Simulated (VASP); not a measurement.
# AlN (pbe) (P6_3mc) in VASP: further runs, part 3 of 3

VASP 6.6.1. The steps go on from the part before.

## (4) Single point, PBE

INCAR

```
SYSTEM = AlN
PREC = Accurate
ENCUT = 520
EDIFF = 1E-7
ISMEAR = 0
SIGMA = 0.01
LREAL = .False.
LASPH = .True.
NELM = 100
ALGO = Normal
ISIF = 2
LWAVE = .False.
LCHARG = .False.
GGA = PE
NBANDS = 16
```

KPOINTS

```
regular mesh
0
Gamma
  9 9 6
  0 0 0
```

POSCAR

```
AlN
1.0
    3.1297670776      0.0000000000      0.0000000000
   -1.5648835388      2.7104577972      0.0000000000
    0.0000000000      0.0000000000      5.0173090473
Al N
2 2
Direct
    0.3333333333      0.6666666667     -0.0353083040
    0.6666666667      0.3333333333      0.4646916960
    0.3333333333      0.6666666667      0.4173083040
    0.6666666667      0.3333333333      0.9173083040
```

Potentials or basis: VASP PAW PBE potentials, release 64 (Al, N).

Launch:

```sh
$ cat potpaw_PBE.64/Al/POTCAR potpaw_PBE.64/N/POTCAR > POTCAR
$ mpirun -np 1 vasp_std > vasp.out
```

OUTCAR:

```text
SYSTEM = AlN
   PREC = Accurate
   ENCUT = 520
   EDIFF = 1E-7
   ISMEAR = 0
   LREAL = .False.
   LASPH = .True.
   NELM = 100
   ISIF = 2
   GGA = PE

 ion  position               nearest neighbor table
   1  0.333  0.667  0.965-   4 1.82   4 1.82   4 1.82   3 2.27   2 3.09   2 3.09   2 3.09   2 3.09
                             2 3.09   2 3.09
   2  0.667  0.333  0.465-   3 1.82   3 1.82   3 1.82   4 2.27   1 3.09   1 3.09   1 3.09   1 3.09
                             1 3.09   1 3.09
   3  0.333  0.667  0.417-   2 1.82   2 1.82   2 1.82   1 2.27
   4  0.667  0.333  0.917-   1 1.82   1 1.82   1 1.82   2 2.27

  LATTYP: Found a hexagonal cell.
 ALAT       =     3.1297670776
 C/A-ratio  =     1.6030934325

  Lattice vectors:

 A1 = (   3.1297670776,   0.0000000000,   0.0000000000)
 A2 = (  -1.5648835388,   2.7104577972,   0.0000000000)
 A3 = (   0.0000000000,   0.0000000000,   5.0173090473)

Analysis of symmetry for initial positions (statically):
=====================================================================
 Subroutine PRICEL returns:
 Original cell was already a primitive cell.

 Routine SETGRP: Setting up the symmetry group for a
 hexagonal supercell.

 Subroutine GETGRP returns: Found 12 space group operations
 (whereof  6 operations were pure point group operations)
 out of a pool of 24 trial point group operations.

The static configuration has the point symmetry C_3v.
 The point group associated with its full space group is C_6v.

Analysis of symmetry for dynamics (positions and initial velocities):
=====================================================================
 Subroutine PRICEL returns:
 Original cell was already a primitive cell.

 Routine SETGRP: Setting up the symmetry group for a
 hexagonal supercell.

 Subroutine GETGRP returns: Found 12 space group operations
 (whereof  6 operations were pure point group operations)
 out of a pool of 24 trial point group operations.

The dynamic configuration has the point symmetry C_3v.
[... 127 lines left out ...]
  Thomas-Fermi vector in A             =   2.317788
   LORBIT       =      0    0 simple, 1 ext, 2 COOP (PROOUT), +10 PAW based schemes
   GGA     = PE    functional components
   LHFCALC =     F    Hartree Fock is set to
   AEXX    =    0.0000 exact exchange contribution
   IVDW    =     0    specifies the selected vdW correction
   LEPSILON=     F    determine dielectric tensor
   LRPA    =     F    only Hartree local field effects (RPA)
 non-spin polarized calculation
 Gauss-broadening in eV      SIGMA  =   0.01
  energy-cutoff  :      520.00
  volume of cell :       42.56
 maximum number of plane-waves:      1170
 NGX is ok and might be reduce to    24
   NGX = 11   NGY = 11   NGZ = 19

 number of electron      15.9999998 magnetization

 Free energy of the ion-electron system (eV)
  ---------------------------------------------------
  ext. energy  EPLUGINS =         0.00000000
  ---------------------------------------------------
  free energy    TOTEN  =       -29.05709328 eV

  energy without entropy =      -29.05709328  energy(sigma->0) =      -29.05709328

 E-fermi :   6.9722     XC(G=0): -10.8217

 val. band max:        6.9165317881   @ k =   0.0000   0.0000   0.0000
 cond. band min:       9.8638283245   @ k =   0.0000   0.0000   0.0000
 fundamental gap:      2.9472965364
 Fermi energy:         6.9722071808

 k-point     1 :       0.0000    0.0000    0.0000
  band No.  band energies     occupation
      1      -9.1404      2.00000
      2      -7.1248      2.00000
      3       0.4214      2.00000
      4       4.6872      2.00000
      5       4.6872      2.00000
      6       5.3190      2.00000
[... 433 lines left out ...]
      3       1.1448      2.00000
      4       1.7362      2.00000
      5       1.7362      2.00000
      6       2.9759      2.00000
[... 8 lines left out ...]
     15      17.9270      0.00000
     16      21.0377      0.00000

 [... further k-points ...]

------------------------ aborting loop because EDIFF is reached ----------------------------------------

  FORCE on cell =-STRESS in cart. coord.  units (eV):
  Direction    XX          YY          ZZ          XY          YZ          ZX
  --------------------------------------------------------------------------------------
  -------------------------------------------------------------------------------------
  Total        3.5332593      3.5332593     -2.6461770      0.0000000      0.0000000      0.0000000
  in kB      133.0027353    133.0027353    -99.6102311      0.0000000      0.0000000      0.0000000
  external PRESSURE =      55.4650798 kB  Pullay stress =       0.0000000 kB

 VOLUME and BASIS-vectors are now :
 -----------------------------------------------------------------------------
  energy-cutoff  :      520.00
  volume of cell :       42.56
      direct lattice vectors                 reciprocal lattice vectors
     3.129767078  0.000000000  0.000000000     0.319512595  0.184470683  0.000000000
    -1.564883539  2.710457797  0.000000000     0.000000000  0.368941365  0.000000000
     0.000000000  0.000000000  5.017309047     0.000000000  0.000000000  0.199310027

 POSITION                                       TOTAL-FORCE (eV/Angst)
 -----------------------------------------------------------------------------------
     -0.00000      1.80697      4.84016         0.000000     -0.000000      1.150073
      1.56488      0.90349      2.33150        -0.000000      0.000000      1.150073
     -0.00000      1.80697      2.09376         0.000000      0.000000     -1.150073
      1.56488      0.90349      4.60242        -0.000000     -0.000000     -1.150073
 -----------------------------------------------------------------------------------
    total drift:                               -0.000000      0.000000      0.000563

  FREE ENERGIE OF THE ION-ELECTRON SYSTEM (eV)
  ---------------------------------------------------
  free  energy   TOTEN  =       -29.0570932792 eV

  energy  without entropy=      -29.0570932792  energy(sigma->0) =      -29.05709328
```

OSZICAR:

```text
N       E                     dE             d eps       ncg     rms          rms(c)
DAV:   1     0.424877698236E+02    0.42488E+02   -0.73419E+03  1536   0.893E+02
DAV:   2    -0.305332121731E+02   -0.73021E+02   -0.67004E+02  2168   0.187E+02
DAV:   3    -0.340569024278E+02   -0.35237E+01   -0.35134E+01  1896   0.426E+01
DAV:   4    -0.340782848720E+02   -0.21382E-01   -0.21381E-01  1896   0.375E+00
DAV:   5    -0.340785691238E+02   -0.28425E-03   -0.28425E-03  1880   0.435E-01    0.125E+01
DAV:   6    -0.290506423316E+02    0.50279E+01   -0.11211E+01  1832   0.244E+01    0.427E+00
DAV:   7    -0.290730543157E+02   -0.22412E-01   -0.71400E-01  1624   0.580E+00    0.299E+00
DAV:   8    -0.290613415836E+02    0.11713E-01   -0.65825E-02  1752   0.233E+00    0.588E-01
DAV:   9    -0.290564963160E+02    0.48453E-02   -0.12070E-02  1912   0.819E-01    0.252E-01
DAV:  10    -0.290571618653E+02   -0.66555E-03   -0.22199E-03  1624   0.299E-01    0.130E-01
DAV:  11    -0.290570877566E+02    0.74109E-04   -0.20513E-04  1808   0.113E-01    0.225E-02
DAV:  12    -0.290570931374E+02   -0.53809E-05   -0.11256E-05  1744   0.267E-02    0.763E-03
DAV:  13    -0.290570931966E+02   -0.59106E-07   -0.28005E-06  1800   0.135E-02    0.173E-03
DAV:  14    -0.290570932792E+02   -0.82679E-07   -0.22357E-07  1760   0.383E-03
   1 F= -.29057093E+02 E0= -.29057093E+02  d E =-.400635E-18
```

It took 33 s on 1 thread of Intel Xeon 8259CL, shared host; peak memory 0.17 GiB.

Results:

```yaml
Free_energy: -29.0571 eV
Pressure: 5.5 GPa
Largest_force: 1.150 eV/Å
Band_gap_on_the_k_mesh: 2.95 eV, direct
```

Forces on the atoms (eV/Å):
```
Al   0.000  0.000  1.150
Al   0.000  0.000  1.150
N    0.000  0.000 -1.150
N    0.000  0.000 -1.150
```

Caveat: forces of over 1 eV/Å act on the atoms, so gaps and moduli don't describe the material at rest. PBE gaps usually lie below the measured ones, often by a third to a half.

## (5) Single point, PBE

INCAR

```
SYSTEM = AlN
PREC = Accurate
ENCUT = 520
EDIFF = 1E-6
ISMEAR = 0
SIGMA = 0.01
LREAL = .FALSE.
LASPH = .TRUE.
NELM = 60
ALGO = Normal
ISIF = 2
LWAVE = .FALSE.
LCHARG = .TRUE.
GGA = PE
LELF = .TRUE.
LVHAR = .TRUE.
NBANDS = 16
```

KPOINTS

```
regular mesh
0
G
  9 9 6
  0 0 0
```

POSCAR

```
AlN
1.0
    3.1297670776      0.0000000000      0.0000000000
   -1.5648835388      2.7104577972      0.0000000000
    0.0000000000      0.0000000000      5.0173090473
Al N
2 2
Direct
    0.3333333333      0.6666666667     -0.0441926900
    0.6666666667      0.3333333333      0.4558073100
    0.3333333333      0.6666666667      0.4261926900
    0.6666666667      0.3333333333      0.9261926900
```

Launch:

```sh
$ cat potpaw_PBE.64/Al/POTCAR potpaw_PBE.64/N/POTCAR > POTCAR
$ mpirun -np 1 vasp_std > vasp.out
```

Wall time 32 s (1 thread of Intel Xeon 8259CL, shared host); peak memory 0.17 GiB.

The run converged. Its results:

```
Free energy            : -28.8808 eV
Pressure               : 7.1 GPa
Largest force          : 0.802 eV/Å
Band gap on the k mesh : 2.74 eV, direct
```

Forces in eV/Å, atoms in the order of the input:
```
Al   0.000  0.000  0.802
Al   0.000  0.000  0.802
N    0.000  0.000 -0.802
N    0.000  0.000 -0.802
```

Stress tensor (GPa, compression positive):
```
15.51  0.00  0.00
 0.00 15.51  0.00
 0.00  0.00 -9.81
```

Levels at points of the mesh, in eV from the valence-band top:
```
           k point  band 4  band 5  band 6  band 7  band 8  band 9  band 10  band 11  band 12  band 13
(0.00, 0.00, 0.00)   -2.43   -2.43   -1.80   -1.80    0.00    2.74     5.60     9.77     9.83     9.83
(0.00, 0.00, 0.50)   -3.89   -2.13   -2.13   -2.13   -2.13    5.53     5.53     9.02     9.02    10.16
```

## (6) Relaxation of cell and atoms, PBE

This run uses another cell than the first one, of 10.45 Å³/atom, 0.982 times its volume.

INCAR

```
PREC = Accurate
ENCUT = 600
EDIFF = 1E-6
ISMEAR = 0
SIGMA = 0.02
LREAL = F
LASPH = T
NELM = 80
ALGO = Normal
ISIF = 3
LWAVE = F
LCHARG = F
GGA = PE
IBRION = 2
NSW = 100
EDIFFG = -0.002
```

KPOINTS

```
Automatic mesh
0
Gamma
  9 9 6
```

POSCAR

```
AlN
1.0
    3.1120000000      0.0000000000      0.0000000000
   -1.5560000000      2.6950710566      0.0000000000
    0.0000000000      0.0000000000      4.9820000000
Al N
2 2
Direct
    0.3333333333      0.6666666667      0.0000000000
    0.6666666667      0.3333333333      0.5000000000
    0.3333333333      0.6666666667      0.3820000000
    0.6666666667      0.3333333333      0.8820000000
```

Potentials or basis: VASP PAW PBE potentials, release 64 (Al, N).

Launch:

```sh
$ cat potpaw_PBE.64/Al/POTCAR potpaw_PBE.64/N/POTCAR > POTCAR
$ mpirun -np 1 vasp_std > vasp.out
```

Wall time 2.1 min (1 thread of Intel Xeon 8259CL, shared host); peak memory 0.19 GiB.

The run converged. Its results:

* Free energy: -29.7826 eV
* Relaxed volume: 10.62 Å³/atom
* Relaxed cell: a = 3.128 Å, b = 3.128 Å, c = 5.015 Å, α = 90.00°, β = 90.00°, γ = 120.00°
* Space group after relaxing (to 0.05 Å): P6_3mc (No. 186)
* Energy gained by relaxing: 1.9 meV/atom
* Ionic steps: 8
* Pressure after relaxing: 0.0 GPa
* Band gap on the k mesh: 4.06 eV, direct

The path:
| step | energy change (eV) | largest force (eV/Å) | pressure (GPa) | volume (Å³) |
| --- | --- | --- | --- | --- |
| 1 | 0.0000 | 0.0064 | 3.40 | 41.78 |
| 2 | -0.0015 | 0.0122 | -2.85 | 43.14 |
| 3 | -0.0074 | 0.0095 | 0.01 | 42.49 |
| 4 | -0.0074 | 0.0096 | -0.06 | 42.51 |
| 5 | -0.0074 | 0.0087 | -0.06 | 42.51 |
| 6 | -0.0074 | 0.0080 | -0.06 | 42.51 |
| 7 | -0.0074 | 0.0052 | 0.05 | 42.48 |
| 8 | -0.0074 | 0.0004 | 0.01 | 42.50 |

Final structure:
```
Al N
1.0
     3.12802    0.00000    0.00000
    -1.56401    2.70895    0.00000
     0.00000    0.00000    5.01502
Al N
2 2
Direct
  0.33333 0.66667 0.00024
  0.66667 0.33333 0.50024
  0.33333 0.66667 0.38176
  0.66667 0.33333 0.88176
```

Levels at points of the mesh, in eV from the valence-band top:
| k point | band 5 | band 6 | band 7 | band 8 | band 9 | band 10 | band 11 | band 12 |
| --- | --- | --- | --- | --- | --- | --- | --- | --- |
| (0.00, 0.00, 0.00) | -0.85 | -0.20 | -0.20 | 0.00 | 4.06 | 6.53 | 10.47 | 11.04 |
| (0.00, 0.00, 0.50) | -0.53 | -0.53 | -0.53 | -0.53 | 6.33 | 6.33 | 10.18 | 10.18 |

A k mesh can miss the band edges.
